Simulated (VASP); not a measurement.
# Ag7B16 (a cell with a defect) in VASP: further runs, part 2 of 2

VASP 6.6.1.

## (3) Single point, PBE

File INCAR:

```
SYSTEM = Ag7B16
ALGO = Normal
EDIFF = 1E-7
ENCUT = 520
GGA = PE
ISIF = 2
ISMEAR = 1
LASPH = .True.
LCHARG = .False.
LREAL = Auto
LWAVE = .False.
NBANDS = 80
NELM = 80
PREC = Accurate
SIGMA = 0.15
```

File KPOINTS:

```
k-points
0
Gamma
  3 3 2
  0 0 0
```

File POSCAR:

```
Ag7B16
1.0
    6.0260560000      0.0000000000      0.0000000000
   -3.0130280000      5.2187260000      0.0000000000
    0.0000000000      0.0000000000      6.5081400000
B Ag
16 7
Direct
    0.1645683541      0.3353513865      0.2621938065
    0.3328473313      0.1665877841      0.2457411795
    0.1645816146      0.3353623087      0.7383825486
    0.3328791320      0.1666128860      0.7548420901
    0.1645396294      0.8291529389      0.2622306834
    0.3287971817      0.6644934032      0.2622667920
    0.1645505053      0.8291703761      0.7383539690
    0.3288109864      0.6645087326      0.7383141727
    0.6708465637      0.3354017820      0.2623165759
    0.8350779859      0.1707596835      0.2622443586
    0.6708772046      0.3354318659      0.7382757593
    0.8350981635      0.1707834441      0.7383327648
    0.6667065135      0.8332832573      0.2457032270
    0.8350610962      0.6645483974      0.2622039477
    0.6667292253      0.8333250299      0.7548632943
    0.8350768927      0.6645823138      0.7383839315
   -0.0002033126      0.0001469707      0.0002947079
   -0.0003533839     -0.0000396649      0.5002833375
   -0.0000436259      0.5000312337      0.0002847204
   -0.5003514706     -0.0001473540      0.5002900982
    0.4997205133     -0.0001082640      0.0002931713
    0.5000736699      0.4999379159      0.0002899446
    0.4998328689      0.4998844546      0.5002950152
```

Potentials or basis: VASP PAW PBE potentials, release 64 (B, Ag).

Run with:

```
$ cat potpaw_PBE.64/B/POTCAR potpaw_PBE.64/Ag/POTCAR > POTCAR
$ mpirun -np 1 vasp_std > vasp.out
```

OUTCAR:

```text
SYSTEM = Ag7B16
   EDIFF = 1E-7
   ENCUT = 520
   GGA = PE
   ISIF = 2
   ISMEAR = 1
   LASPH = .True.
   LREAL = Auto
   NELM = 80
   PREC = Accurate

 ion  position               nearest neighbor table
   1  0.165  0.335  0.262-   6 1.72  10 1.72   2 1.76  23 2.34  18 2.34  19 2.42  17 2.44  22 2.44

   2  0.333  0.167  0.246-   1 1.76   5 1.76   9 1.77  17 2.36  22 2.36  21 2.36  18 2.40  23 2.40
                            20 2.40
   3  0.165  0.335  0.738-   8 1.72  12 1.72   4 1.76  23 2.34  18 2.34  19 2.42  17 2.44  22 2.44
[... 27 lines left out ...]
  17  1.000  0.000  0.000-  13 2.36  15 2.36   2 2.36   4 2.36   1 2.44   3 2.44  10 2.44  12 2.44
                            16 2.44  14 2.44   7 2.44   5 2.44  19 3.01  21 3.01  22 3.01  22 3.01
  18  1.000  1.000  0.500-  10 2.34  12 2.34   1 2.34  16 2.34  14 2.34   3 2.34   5 2.34   7 2.34
                            15 2.40  13 2.40   2 2.40   4 2.40  20 3.01  23 3.01  20 3.01  23 3.01
  19  1.000  0.500  0.000-   8 2.42   6 2.42   7 2.42   5 2.42  11 2.42   9 2.42   3 2.42   1 2.42
                            12 2.42  10 2.42  16 2.42  14 2.42  17 3.01  21 3.01  22 3.01  22 3.01
  20  0.500  1.000  0.500-   7 2.34   5 2.34   8 2.34   6 2.34  10 2.34  12 2.34   9 2.34  11 2.34
                             4 2.40   2 2.40  15 2.40  13 2.40  23 3.01  18 3.01  18 3.01  23 3.01
  21  0.500  1.000  0.000-  13 2.36  15 2.36   4 2.36   2 2.36   7 2.44   5 2.44  10 2.44  12 2.44
                             8 2.44   6 2.44   9 2.44  11 2.44  19 3.01  22 3.01  17 3.01  17 3.01
  22  0.500  0.500  0.000-  13 2.36   4 2.36   2 2.36  15 2.36  14 2.44  16 2.44  11 2.44   9 2.44
                             3 2.44   1 2.44   6 2.45   8 2.45  19 3.01  21 3.01  17 3.01  17 3.01
  23  0.500  0.500  0.500-  14 2.34  16 2.34   3 2.34   1 2.34   9 2.34  11 2.34   8 2.34   6 2.34
                             4 2.40   2 2.40  13 2.40  15 2.40  20 3.01  18 3.01  18 3.01  20 3.01

  LATTYP: Found a hexagonal cell.
 ALAT       =     6.0260560000
 C/A-ratio  =     1.0799999203

  Lattice vectors:

 A1 = (   6.0260560000,   0.0000000000,   0.0000000000)
 A2 = (  -3.0130280000,   5.2187260000,   0.0000000000)
 A3 = (   0.0000000000,   0.0000000000,   6.5081400000)

Analysis of symmetry for initial positions (statically):
=====================================================================
 Subroutine PRICEL returns:
 Original cell was already a primitive cell.

 Routine SETGRP: Setting up the symmetry group for a
 hexagonal supercell.

 Subroutine GETGRP returns: Found  1 space group operations
 (whereof  1 operations were pure point group operations)
 out of a pool of 24 trial point group operations.

The static configuration has the point symmetry C_1 .

Analysis of symmetry for dynamics (positions and initial velocities):
=====================================================================
 Subroutine PRICEL returns:
 Original cell was already a primitive cell.

 Routine SETGRP: Setting up the symmetry group for a
 hexagonal supercell.

 Subroutine GETGRP returns: Found  1 space group operations
 (whereof  1 operations were pure point group operations)
 out of a pool of 24 trial point group operations.

The dynamic configuration has the point symmetry C_1 .

 Subroutine INISYM returns: Found  1 space group operations
 (whereof  1 operations are pure point group operations),
 and found     1 'primitive' translations

----------------------------------------------------------------------------------------

                                     Primitive cell

  volume of cell :     204.6702

  direct lattice vectors                    reciprocal lattice vectors
     6.026056000  0.000000000  0.000000000     0.165946018  0.095808824  0.000000000
    -3.013028000  5.218726000  0.000000000     0.000000000  0.191617648  0.000000000
     0.000000000  0.000000000  6.508140000     0.000000000  0.000000000  0.153653732

[... 100 lines left out ...]
 SYSTEM =  Ag7B16
   PREC   = accura    normal or accurate (medium, high low for compatibility)
   ISTART =      0    job   : 0-new  1-cont  2-samecut
   ICHARG =      2    charge: 1-file 2-atom 10-const
   ISPIN  =      1    spin polarized calculation?
   LNONCOLLINEAR =      F non collinear calculations
   LSORBIT =      F    spin-orbit coupling
   LASPH  =      T    aspherical Exc in radial PAW
   ENCUT  =  520.0 eV  38.22 Ry    6.18 a.u.  11.20 11.20 12.10*2*pi/ulx,y,z
   NELM   =     80;   NELMIN=  2; NELMDL= -5     # of ELM steps
   EDIFF  = 0.1E-06   stopping-criterion for ELM
   LREAL  =      T    real-space projection
   EDIFFG = 0.1E-05   stopping-criterion for IOM
   NSW    =      0    number of steps for IOM
   IBRION =     -1    ionic relax: 0-MD 1-quasi-New 2-CG
   NFREE  =      0    steps in history (QN), initial steepest desc. (CG)
   ISIF   =      2    stress and relaxation
   ISYM   =      2    0-nonsym 1-usesym 2-fastsym
   POTIM  = 0.5000    time-step for ionic-motion
   TEBEG  =    0.0;   TEEND  =   0.0 temperature during run
   PSTRESS=    0.0 pullay stress
   NELECT =     125.0000    total number of electrons
   NUPDOWN=      -1.0000    fix difference up-down
   EMIN   =  10.00;   EMAX   =-10.00  energy-range for DOS
   EFERMI =   0.00;   METHOD = LEGACY
   ISMEAR =     1;   SIGMA  =   0.15  broadening in eV -4-tet -1-fermi 0-gaus
   EFERMI_NEDOS =   21; number of points for ismear=-14 and -15
   IALGO  =     38    algorithm
   IMIX   =      4    mixing-type and parameters
     AMIX     =   0.40;   BMIX     =  1.00
     AMIX_MAG =   1.60;   BMIX_MAG =  1.00
  volume/ion in A,a.u.               =       8.90        60.05
  Fermi-wavevector in a.u.,A,eV,Ry     =   1.388971  2.624775 26.248927  1.929242
  Thomas-Fermi vector in A             =   2.513047
   LORBIT       =      0    0 simple, 1 ext, 2 COOP (PROOUT), +10 PAW based schemes
   GGA     = PE    functional components
   LHFCALC =     F    Hartree Fock is set to
   AEXX    =    0.0000 exact exchange contribution
   IVDW    =     0    specifies the selected vdW correction
   LEPSILON=     F    determine dielectric tensor
   LRPA    =     F    only Hartree local field effects (RPA)
 non-spin polarized calculation
 Methfessel and Paxton  Order N= 1 SIGMA  =   0.15
  energy-cutoff  :      520.00
  volume of cell :      204.67
 maximum number of plane-waves:      5521
 NGX is ok and might be reduce to    48
   NGX = 23   NGY = 23   NGZ = 25

 number of electron     124.9999964 magnetization

 Free energy of the ion-electron system (eV)
  ---------------------------------------------------
  ext. energy  EPLUGINS =         0.00000000
  ---------------------------------------------------
  free energy    TOTEN  =      -106.88831300 eV

  energy without entropy =     -106.87797284  energy(sigma->0) =     -106.88486628

 E-fermi :   9.3743     XC(G=0): -12.7533

 val. band max:        9.3662482931   @ k =  -0.3333   0.3333   0.0000
 cond. band min:       9.3870122285   @ k =   0.0000   0.0000   0.0000
 fundamental gap:      0.0207639355
 Fermi energy:         9.3743385086

 k-point     1 :       0.0000    0.0000    0.0000
  band No.  band energies     occupation
      1      -4.5223      2.00000
      2      -2.4720      2.00000
      3      -1.3711      2.00000
      4      -0.9264      2.00000
      5      -0.9264      2.00000
      6      -0.8119      2.00000
[... 759 lines left out ...]
     73      15.1523      0.00000
     74      15.1568      0.00000
 [bands above 74 left out]

------------------------ aborting loop because EDIFF is reached ----------------------------------------

  FORCE on cell =-STRESS in cart. coord.  units (eV):
  Direction    XX          YY          ZZ          XY          YZ          ZX
  --------------------------------------------------------------------------------------
  -------------------------------------------------------------------------------------
  Total       35.7246787     35.7480843     66.1336061     -0.1876727     -0.0001969     -0.0001584
  in kB      279.6561457    279.8393672    517.7000912     -1.4691195     -0.0015414     -0.0012400
  external PRESSURE =     359.0652014 kB  Pullay stress =       0.0000000 kB

 VOLUME and BASIS-vectors are now :
 -----------------------------------------------------------------------------
  energy-cutoff  :      520.00
  volume of cell :      204.67
      direct lattice vectors                 reciprocal lattice vectors
     6.026056000  0.000000000  0.000000000     0.165946018  0.095808824  0.000000000
    -3.013028000  5.218726000  0.000000000     0.000000000  0.191617648  0.000000000
     0.000000000  0.000000000  6.508140000     0.000000000  0.000000000  0.153653732

 POSITION                                       TOTAL-FORCE (eV/Angst)
 -----------------------------------------------------------------------------------
     -0.01872      1.75011      1.70639        -0.003392      0.003840      0.005947
      1.50382      0.86938      1.59932        -0.002161     -0.000776     -0.003951
     -0.01868      1.75016      4.80550        -0.002999      0.003815     -0.005380
      1.50394      0.86951      4.91262        -0.003358     -0.001706      0.004214
     -1.50674      4.32712      1.70663         0.001642     -0.007089      0.005942
     -0.02079      3.46781      1.70687        -0.010122     -0.004641      0.006211
[... 15 lines left out ...]
      1.50715      2.60904      0.00189        -0.000499      0.000056     -0.000020
      1.50586      2.60876      3.25599         0.000482      0.000776     -0.000376
 -----------------------------------------------------------------------------------
    total drift:                                0.007063      0.000419      0.000911

  FREE ENERGIE OF THE ION-ELECTRON SYSTEM (eV)
  ---------------------------------------------------
  free  energy   TOTEN  =      -106.8883129983 eV

  energy  without entropy=     -106.8779728371  energy(sigma->0) =     -106.88486628
```

It took 5.7 min on 1 thread of Intel Xeon Platinum 8488C (Sapphire Rapids), shared host; peak memory 0.37 GiB.

What came out:

- Free energy: -106.8883 eV
- Pressure: 35.9 GPa
- Largest force: 0.013 eV/Å
- Band gap on the k mesh: zero (an odd number of electrons rules out a gap without spin polarisation)

Forces on the atoms (eV/Å):
```
B   -0.003  0.004  0.006
B   -0.002 -0.001 -0.004
B   -0.003  0.004 -0.005
B   -0.003 -0.002  0.004
B    0.002 -0.007  0.006
B   -0.010 -0.005  0.006
B    0.002 -0.006 -0.006
B   -0.010 -0.004 -0.006
B    0.009  0.005  0.006
B   -0.002  0.007  0.005
B    0.008  0.004 -0.006
B   -0.002  0.006 -0.006
B    0.003  0.001 -0.003
B    0.003 -0.003  0.005
B    0.003  0.000  0.004
B    0.003 -0.004 -0.006
Ag   0.001 -0.001 -0.001
Ag   0.002  0.000  0.000
Ag  -0.001  0.000  0.001
Ag   0.001  0.000 -0.001
Ag   0.000  0.000 -0.001
Ag   0.000  0.000  0.000
Ag   0.000  0.001  0.000
```

Caveat: the k points lie up to 0.48 Å⁻¹ apart, too coarse for converged energies and pressures of a metal.
